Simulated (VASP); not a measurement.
# Al3Si8N3 in VASP: notebook

Al3Si8N3 is run at these levels: PBE; tasks: single point.

Everything below comes from runs of VASP 6.6.1. Logs are shortened: lines on timing, memory, paths and dates and some standing lists are left out, and cuts for length are marked.

**1. The cell of the first run**

The cell holds an amorphous packing of atoms, 14 atoms: a = 5.779 Å, b = 5.948 Å, c = 6.533 Å, α = 88.72°, β = 94.71°, γ = 91.30°.

**2. Single point, PBE**

File INCAR:

```
PREC = Accurate ; ENCUT = 520
EDIFF = 1E-6 ; ISMEAR = -1
SIGMA = 0.05 ; LREAL = False
LASPH = True ; NELM = 80
ALGO = Normal ; ISIF = 2
LWAVE = False ; LCHARG = True
GGA = PE ; LELF = True
LVHAR = True ; NBANDS = 41
ISYM = 0
```

File KPOINTS:

```
Automatic mesh
0
Gamma
  1 1 1
  0.25 0.25 0.25
```

File POSCAR:

```
Al3Si8N3
1.0
    5.7732050000     -0.0648510000     -0.2515370000
   -0.0648510000      5.9471390000      0.0684970000
   -0.2515370000      0.0684970000      6.5273540000
Al N Si
3 3 8
Direct
    0.5232424013      0.6378089142     -0.0030289721
    0.2273871461      0.8924260520      0.3401244629
    1.0239647765      0.6848434137      0.8833403717
    0.8307391620      0.5104261292      0.0560626830
    0.3800251082      0.3462363496      0.0732778128
    0.2639484345      0.8377847604      0.0365840515
    0.0496242207      0.1140131166      0.5980747744
    0.8512420931      0.5955311410      0.3166624310
    0.6870209087      0.9696254875      0.7117456386
    0.2211512830      0.1381101420      0.9457738312
    0.7129887381      0.9683440117      0.3379942912
    0.1923697773      0.5253988131      0.5462954628
    0.8211998022      0.1910607674      0.0344494944
    0.4508251732      0.3036085821      0.3402196257
```

Potentials or basis: VASP PAW PBE potentials, release 64 (Al, N, Si).

The run is started by

```bash
> cat potpaw_PBE.64/Al/POTCAR potpaw_PBE.64/N/POTCAR potpaw_PBE.64/Si/POTCAR > POTCAR
> mpirun -np 1 vasp_std > vasp.out
```

OUTCAR:

```text
PREC = Accurate
   ENCUT = 520
   EDIFF = 1E-6
   ISMEAR = -1
   LREAL = False
   LASPH = True
   NELM = 80
   ISIF = 2
   GGA = PE
   ISYM = 0

 ion  position               nearest neighbor table
   1  0.523  0.638  0.997-   4 1.95   6 1.97   5 1.98   8 2.71   9 2.88   3 2.94  14 3.01   3 3.05
                            11 3.12  13 3.19   2 3.34
   2  0.227  0.892  0.340-   6 2.05   7 2.47  12 2.55  14 2.74   8 2.77  11 2.83  10 2.93  11 3.02
                             1 3.34
   3  0.024  0.685  0.883-   6 1.87   4 1.92  12 2.68   9 2.76  10 2.93   1 2.94   1 3.05   8 3.11
                             7 3.13
   4  0.831  0.510  0.056-   8 1.78  13 1.91   3 1.92   1 1.95
   5  0.380  0.346  0.073-  10 1.71  14 1.77   1 1.98
   6  0.264  0.838  0.037-   3 1.87  10 1.88   1 1.97   2 2.05
   7  0.050  0.114  0.598-  10 2.41   9 2.41   2 2.47  12 2.59  11 2.62   3 3.13
   8  0.851  0.596  0.317-   4 1.78  11 2.38  12 2.42   1 2.71   2 2.77  14 2.87  13 3.06   3 3.11

   9  0.687  0.970  0.712-   7 2.41  11 2.46  13 2.57   3 2.76   1 2.88
  10  0.221  0.138  0.946-   5 1.71   6 1.88   7 2.41  13 2.46   3 2.93   2 2.93  14 2.98
  11  0.713  0.968  0.338-   8 2.38   9 2.46  13 2.48  14 2.53   7 2.62   2 2.83   2 3.02   1 3.12

  12  0.192  0.525  0.546-   8 2.42  14 2.51   2 2.55   7 2.59   3 2.68
  13  0.821  0.191  0.034-   4 1.91  10 2.46  11 2.48   9 2.57   8 3.06  14 3.14   1 3.19
  14  0.451  0.304  0.340-   5 1.77  12 2.51  11 2.53   2 2.74   8 2.87  10 2.98   1 3.01  13 3.14

IMPORTANT INFORMATION: All symmetrisations will be switched off!
NOSYMM: (Re-)initialisation of all symmetry stuff for point group C_1.

----------------------------------------------------------------------------------------

                                     Primitive cell

  volume of cell :     223.6819

  direct lattice vectors                    reciprocal lattice vectors
     5.773205000 -0.064851000 -0.251537000     0.173524922  0.001815417  0.006667876
    -0.064851000  5.947139000  0.068497000     0.001815417  0.168187398 -0.001694973
    -0.251537000  0.068497000  6.527354000     0.006667876 -0.001694973  0.153476174

  length of vectors
     5.779045984  5.947887001  6.532557917     0.173662474  0.168205735  0.153630301

  position of ions in fractional coordinates (direct lattice)
     0.523242401  0.637808914  0.996971028
     0.227387146  0.892426052  0.340124463
     0.023964777  0.684843414  0.883340372
     0.830739162  0.510426129  0.056062683
     0.380025108  0.346236350  0.073277813
     0.263948435  0.837784760  0.036584052
     0.049624221  0.114013117  0.598074774
     0.851242093  0.595531141  0.316662431
     0.687020909  0.969625487  0.711745639
     0.221151283  0.138110142  0.945773831
     0.712988738  0.968344012  0.337994291
     0.192369777  0.525398813  0.546295463
     0.821199802  0.191060767  0.034449494
     0.450825173  0.303608582  0.340219626

  ion indices of the primitive-cell ions
   primitive index   ion index
                 1           1
                 2           2
                 3           3
                 4           4
                 5           5
                 6           6
                 7           7
                 8           8
                 9           9
                10          10
                11          11
                12          12
                13          13
                14          14

----------------------------------------------------------------------------------------

 KPOINTS: Automatic mesh

Automatic generation of k-mesh.
 Grid dimensions read from file:
 generate k-points for:    1    1    1

 Generating k-lattice:

  Cartesian coordinates                     Fractional coordinates (reciprocal lattice)
     0.173524922  0.001815417  0.006667876     1.000000000  0.000000000  0.000000000
     0.001815417  0.168187398 -0.001694973     0.000000000  1.000000000 -0.000000000
     0.006667876 -0.001694973  0.153476174     0.000000000  0.000000000  1.000000000

  Length of vectors
     0.173662474  0.168205735  0.153630301

  Shift w.r.t. Gamma in fractional coordinates (k-lattice)
     0.250000000  0.250000000  0.250000000

 Subroutine IBZKPT returns following result:
 ===========================================

 Found      1 irreducible k-points:

 Following reciprocal coordinates:
            Coordinates               Weight
  0.250000  0.250000  0.250000      2.000000
   k-points           NKPTS =      1   k-points in BZ     NKDIM =      1   number of bands    NBANDS=     41
   number of dos      NEDOS =    301   number of ions     NIONS =     14
   total plane-waves  NPLWV = 115200
   dimension x,y,z NGX =    48 NGY =   48 NGZ =   50
   dimension x,y,z NGXF=    96 NGYF=   96 NGZF=  100
   ions per type =               3   3   8
   NGX,Y,Z   is equivalent  to a cutoff of  13.81, 13.42, 12.72 a.u.
   NGXF,Y,Z  is equivalent  to a cutoff of  27.62, 26.83, 25.45 a.u.
 SYSTEM =  unknown system
   PREC   = accura    normal or accurate (medium, high low for compatibility)
   ISTART =      0    job   : 0-new  1-cont  2-samecut
   ICHARG =      2    charge: 1-file 2-atom 10-const
   ISPIN  =      1    spin polarized calculation?
   LNONCOLLINEAR =      F non collinear calculations
   LSORBIT =      F    spin-orbit coupling
   LASPH  =      T    aspherical Exc in radial PAW
   ENCUT  =  520.0 eV  38.22 Ry    6.18 a.u.  10.75 11.06 12.15*2*pi/ulx,y,z
   NELM   =     80;   NELMIN=  2; NELMDL= -5     # of ELM steps
   EDIFF  = 0.1E-05   stopping-criterion for ELM
   LREAL  =      F    real-space projection
   EDIFFG = 0.1E-04   stopping-criterion for IOM
   NSW    =      0    number of steps for IOM
   IBRION =     -1    ionic relax: 0-MD 1-quasi-New 2-CG
   NFREE  =      0    steps in history (QN), initial steepest desc. (CG)
   ISIF   =      2    stress and relaxation
   ISYM   =      0    0-nonsym 1-usesym 2-fastsym
   POTIM  = 0.5000    time-step for ionic-motion
   TEBEG  =    0.0;   TEEND  =   0.0 temperature during run
   PSTRESS=    0.0 pullay stress
   NELECT =      56.0000    total number of electrons
   NUPDOWN=      -1.0000    fix difference up-down
   EMIN   =  10.00;   EMAX   =-10.00  energy-range for DOS
   EFERMI =   0.00;   METHOD = LEGACY
   ISMEAR =    -1;   SIGMA  =   0.05  broadening in eV -4-tet -1-fermi 0-gaus
   EFERMI_NEDOS =   21; number of points for ismear=-14 and -15
   IALGO  =     38    algorithm
   IMIX   =      4    mixing-type and parameters
     AMIX     =   0.40;   BMIX     =  1.00
     AMIX_MAG =   1.60;   BMIX_MAG =  1.00
  volume/ion in A,a.u.               =      15.98       107.82
  Fermi-wavevector in a.u.,A,eV,Ry     =   1.031796  1.949812 14.484805  1.064603
  Thomas-Fermi vector in A             =   2.165962
   LORBIT       =      0    0 simple, 1 ext, 2 COOP (PROOUT), +10 PAW based schemes
   GGA     = PE    functional components
   LHFCALC =     F    Hartree Fock is set to
   AEXX    =    0.0000 exact exchange contribution
   IVDW    =     0    specifies the selected vdW correction
   LEPSILON=     F    determine dielectric tensor
   LRPA    =     F    only Hartree local field effects (RPA)
 non-spin polarized calculation
  energy-cutoff  :      520.00
  volume of cell :      223.68
 maximum number of plane-waves:      6017
 NGX is ok and might be reduce to    42
   NGX = 21   NGY = 23   NGZ = 25

 number of electron      56.0000003 magnetization

 Free energy of the ion-electron system (eV)
  ---------------------------------------------------
  ext. energy  EPLUGINS =         0.00000000
  ---------------------------------------------------
  free energy    TOTEN  =       -81.29499455 eV

  energy without entropy =      -81.29495502  energy(sigma->0) =      -81.29497479

 E-fermi :   7.0225     XC(G=0):  -9.9879

 val. band max:        6.4716589519   @ k =   0.2500   0.2500   0.2500
 cond. band min:       7.5732870415   @ k =   0.2500   0.2500   0.2500
 fundamental gap:      1.1016280896
 Fermi energy:         7.0225049282

 k-point     1 :       0.2500    0.2500    0.2500
  band No.  band energies     occupation
      1     -10.2804      2.00000
      2      -9.5538      2.00000
      3      -8.7862      2.00000
      4      -4.4110      2.00000
      5      -2.8531      2.00000
      6      -2.4273      2.00000
[... 32 lines left out ...]
     39      10.8379      0.00000
     40      11.0976      0.00000
 [bands above 40 left out]

------------------------ aborting loop because EDIFF is reached ----------------------------------------

  FORCE on cell =-STRESS in cart. coord.  units (eV):
  Direction    XX          YY          ZZ          XY          YZ          ZX
  --------------------------------------------------------------------------------------
  -------------------------------------------------------------------------------------
  Total       -2.3930599    -10.1470039     -3.5899022     -4.9136733      0.1136017      3.6946082
  in kB      -17.1408854    -72.6804334    -25.7135651    -35.1954039      0.8137005     26.4635482
  external PRESSURE =     -38.5116280 kB  Pullay stress =       0.0000000 kB

 VOLUME and BASIS-vectors are now :
 -----------------------------------------------------------------------------
  energy-cutoff  :      520.00
  volume of cell :      223.68
      direct lattice vectors                 reciprocal lattice vectors
     5.773205000 -0.064851000 -0.251537000     0.173524922  0.001815417  0.006667876
    -0.064851000  5.947139000  0.068497000     0.001815417  0.168187398 -0.001694973
    -0.251537000  0.068497000  6.527354000     0.006667876 -0.001694973  0.153476174

 POSITION                                       TOTAL-FORCE (eV/Angst)
 -----------------------------------------------------------------------------------
      2.72865      3.82749      6.41966        -1.051362     -0.109377     -0.414340
      1.16932      5.31593      2.22405         0.859407     -0.333459     -0.781256
     -0.12825      4.13181      5.80676        -0.448072      0.033288     -0.880099
      4.74882      2.98554      0.19194         0.720728     -0.891580     -0.034613
      2.15308      2.03949      0.40644        -0.107768      0.687718     -0.528827
      1.46029      4.96781      0.22979         0.233627      1.052469      0.651724
      0.12866      0.71580      3.89917         0.835219      0.295755      1.058955
      4.79612      3.50819      1.89364        -0.360586     -0.259547      0.531727
      3.72440      5.77070      4.53942        -0.084437      0.183985      0.811008
      1.02990      0.87180      6.12723        -0.211194     -0.659442     -0.544716
      3.96841      5.73579      2.09319        -0.545617      0.234592      0.198330
      0.93910      3.14956      3.55346        -0.130283     -0.298693      0.076661
      4.71990      1.08537      0.03139        -0.050457      0.320009     -0.863713
      2.49744      1.79967      2.12813         0.340795     -0.255716      0.719159
 -----------------------------------------------------------------------------------
    total drift:                               -0.000528      0.000429     -0.000114

  FREE ENERGIE OF THE ION-ELECTRON SYSTEM (eV)
  ---------------------------------------------------
  free  energy   TOTEN  =       -81.2949945527 eV

  energy  without entropy=      -81.2949550199  energy(sigma->0) =      -81.29497479
```

It took 14 s on 1 thread of AMD EPYC 9R45 (Zen 5), shared host; peak memory 0.29 GiB.

What came out:

```
Free energy            : -81.2950 eV
Pressure               : -3.9 GPa
Largest force          : 1.381 eV/Å
Band gap on the k mesh : 1.10 eV
```

Forces in eV/Å, atoms in the order of the input:
```
Al  -1.051 -0.109 -0.414
Al   0.859 -0.333 -0.781
Al  -0.448  0.033 -0.880
N    0.721 -0.892 -0.035
N   -0.108  0.688 -0.529
N    0.234  1.052  0.652
Si   0.835  0.296  1.059
Si  -0.361 -0.260  0.532
Si  -0.084  0.184  0.811
Si  -0.211 -0.659 -0.545
Si  -0.546  0.235  0.198
Si  -0.130 -0.299  0.077
Si  -0.050  0.320 -0.864
Si   0.341 -0.256  0.719
```

Stress tensor (GPa, compression positive):
```
-1.71 -3.52  2.65
-3.52 -7.27  0.08
 2.65  0.08 -2.57
```

Levels at points of the mesh, in eV from the valence-band top:
```
           k point  band 24  band 25  band 26  band 27  band 28  band 29  band 30  band 31  band 32  band 33
(0.25, 0.25, 0.25)    -1.77    -1.48    -0.97    -0.33     0.00     1.10     1.59     1.77     2.39     2.44
```

Caveat: the k points lie up to 1.09 Å⁻¹ apart.

**3. Single point, PBE**

File INCAR:

```
PREC     = Accurate       # precision mode
ENCUT    = 520            # plane-wave cutoff, eV
EDIFF    = 1E-6           # SCF threshold, eV
ISMEAR   = -1             # smearing method
SIGMA    = 0.05           # smearing width, eV
LREAL    = F              # projectors in reciprocal space
LASPH    = T              # aspherical terms in the spheres
NELM     = 80             # most SCF steps
ALGO     = Normal         # electronic algorithm
ISIF     = 2              # what is computed and relaxed
LWAVE    = F              # write WAVECAR
LCHARG   = T              # write CHGCAR
GGA      = PE             # functional
LELF     = T              # ELF
LVHAR    = T            
NBANDS   = 41             # bands
ISYM     = 0
```

KPOINTS is that of step 2.

File POSCAR:

```
Al3Si8N3
1.0
    5.7732050000     -0.0648510000     -0.2515370000
   -0.0648510000      5.9471390000      0.0684970000
   -0.2515370000      0.0684970000      6.5273540000
Al N Si
3 3 8
Direct
    0.4480107166      0.6369754476     -0.0611352832
    0.2774733735      0.8873983571      0.3360738049
    0.9534403787      0.7301327810      0.8881910844
    0.7600320683      0.5328117098      0.0522291548
    0.3283896113      0.3534118226      0.0406756686
    0.2140667194      0.8568677069      0.0402657544
    0.0652677352      0.1223248991      0.5934201457
    0.7824138858      0.6343219089      0.3170322758
    0.6069315494      0.9712586558      0.7392716003
    0.1461718717      0.1468113665      0.9477902525
    0.6948498747      1.0230186338      0.3490619240
    0.1284945975      0.5389582342      0.5383369928
    0.7551704003      0.2134519083      0.0276419023
    0.4059633226      0.3523401880      0.3286867160
```

Potentials or basis: VASP PAW PBE potentials, release 64 (Al, N, Si).

The run is started by

```bash
> cat potpaw_PBE.64/Al/POTCAR potpaw_PBE.64/N/POTCAR potpaw_PBE.64/Si/POTCAR > POTCAR
> mpirun -np 1 vasp_std > vasp.out
```

Run time: 14 s. Hardware: 1 thread of AMD EPYC 9R45 (Zen 5), shared host; peak memory 0.29 GiB.

It converged, with:

| Item | Value |
| --- | --- |
| Free energy | -81.6988 eV |
| Pressure | -5.5 GPa |
| Largest force | 1.897 eV/Å |
| Band gap on the k mesh | 1.34 eV |

Forces in eV/Å, atoms in the order of the input:
```
Al  -0.519 -0.399  0.154
Al  -0.102  0.179  0.045
Al  -0.579 -0.572 -0.214
N    0.614 -0.148 -0.039
N    0.680  0.907  1.521
N    0.279  0.365  0.206
Si   0.345 -0.155 -0.604
Si  -0.276 -0.662 -0.504
Si   0.365  0.605 -0.619
Si  -0.356 -0.279  0.320
Si  -0.121  0.263  0.645
Si  -0.432  0.114 -0.061
Si   0.207  0.453 -0.353
Si  -0.106 -0.670 -0.497
```

Stress tensor (GPa, compression positive):
```
-2.83 -2.04 -0.28
-2.04 -6.95 -1.17
-0.28 -1.17 -6.67
```

Levels at points of the mesh, in eV from the valence-band top:
```
           k point  band 26  band 27  band 28  band 29  band 30  band 31
(0.25, 0.25, 0.25)    -0.85    -0.49     0.00     1.34     1.49     1.65
```

Caveat: the k points lie up to 1.09 Å⁻¹ apart.
